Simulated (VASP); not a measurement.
# PbS: single point with LDA

The system is PbS.

```
CELL_PARAMETERS angstrom
2.09373 -6.03098 0.00000
2.09373 6.03098 0.00000
0.00000 0.00000 4.30766
ATOMIC_POSITIONS crystal
Pb 0.13056 0.86944 0.25000
Pb 0.86944 0.13056 0.75000
S 0.35480 0.64520 0.25000
S 0.64520 0.35480 0.75000
```

```yaml
Program: VASP 6.6.1
Task: single point
Functional: LDA
Potentials_or_basis: VASP PAW LDA potentials, release 64 (Pb_d, S)
Cutoff: 520 eV
k_mesh: 7 × 7 × 6
Occupations: fermi-dirac, width 0.05 eV
Spin: no spin polarisation
```

```json
{"Pressure": "-4.4 GPa", "Largest force": "0.215 eV/Å", "Band gap on the k mesh": "1.14 eV (least direct gap 1.28 eV)"}
```

Forces in eV/Å, atoms in the order of the input:
```
Pb   0.000 -0.215  0.000
Pb   0.000  0.215  0.000
S    0.000  0.122  0.000
S    0.000 -0.122  0.000
```

Stress tensor (GPa, compression positive):
```
-4.47  0.00  0.00
 0.00 -3.95  0.00
 0.00  0.00 -4.72
```

Levels at points of the mesh, in eV from the valence-band top:
```tsv
k point	band 16	band 17	band 18	band 19	band 20	band 21	band 22	band 23	band 24	band 25
(0.00, 0.00, 0.00)	-2.77	-2.22	-1.50	-1.32	-0.37	4.59	4.72	4.79	5.46	5.67
(0.00, 0.00, 0.50)	-2.59	-0.96	-0.96	-0.04	-0.04	1.78	1.78	2.75	2.75	4.91
```

Wall time 2.5 min on 1 thread of Intel(R) Xeon(R) Platinum 8259CL CPU @ 2.50GHz (Skylake/Cascade Lake), with other jobs on the host, peak memory 0.32 GiB.

Caveat: the cell stands under tension; spin-orbit coupling is left out, which moves the levels of the heavy elements; an odd mesh through Γ misses points on the zone boundary, where band edges can lie.
